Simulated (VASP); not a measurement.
Wanted: the native input for a VASP 6.6.1 run.

* Task: relaxation of cell and atoms
* Functional: PBEsol
* Potentials or basis: VASP PAW PBE potentials, release 64 (Na_pv)
* Cutoff: 600 eV
* k mesh: 11 × 11 × 11
* Occupations: fermi-dirac, width 0.05 eV
* Spin: no spin polarisation
* Target pressure: 10 GPa
* Dipole correction: no
* Further INCAR settings: ALGO = Normal; EDIFF = 1e-06; IBRION = 2; EDIFFG = -0.02; NSW = 80; ISIF = 3

The structure of Na lies in POSCAR:

```
Na
1.0
    0.0000000000      3.7100000000      3.7100000000
    3.7100000000      0.0000000000      3.7100000000
    3.7100000000      3.7100000000      0.0000000000
Na
2
Direct
    0.0000000000      0.0000000000      0.0000000000
    0.2500000000      0.2500000000      0.2500000000
```

The input as run:

INCAR

```
PREC = Accurate
ENCUT = 600
EDIFF = 1E-6
ISMEAR = -1
SIGMA = 0.05
LREAL = False
LASPH = True
NELM = 60
ALGO = Normal
ISIF = 3
LWAVE = False
LCHARG = False
GGA = PS
IBRION = 2
NSW = 80
EDIFFG = -0.02
PSTRESS = 100.0
```

KPOINTS

```
regular mesh
0
Gamma
  11 11 11
```

Potentials or basis: VASP PAW PBE potentials, release 64 (Na_pv).

Run with:

```sh
$ cat potpaw_PBE.64/Na_pv/POTCAR > POTCAR
$ mpirun -np 1 vasp_std > vasp.out
```

Results of the run:

| Property | Result |
| --- | --- |
| Relaxed volume | 23.60 Å³/atom |
| Relaxed cell | a = 4.056 Å, b = 4.056 Å, c = 4.056 Å, α = 60.00°, β = 60.00°, γ = 60.00° |
| Space group after relaxing (to 0.05 Å) | Fd-3m (No. 227) |
| Energy change on relaxing (the enthalpy is what falls) | +485.7 meV/atom |
| Ionic steps | 4 |
| Pressure after relaxing | 10.0 GPa |
| Band gap on the k mesh | zero (band 7 reaches 2.62 eV, above the bottom of band 8 at 1.59 eV) |

Caveat: the cell is relaxed towards a set pressure, so the enthalpy falls and the energy may rise; the volume moved by over 15 % at a fixed basis, so the end points are rough; the PAW data sets were made with another functional, which shifts forces and pressure a little.

It took 2.1 min on 1 thread of Intel(R) Xeon(R) Platinum 8488C (Sapphire Rapids), on a shared host, peak memory 0.29 GiB.
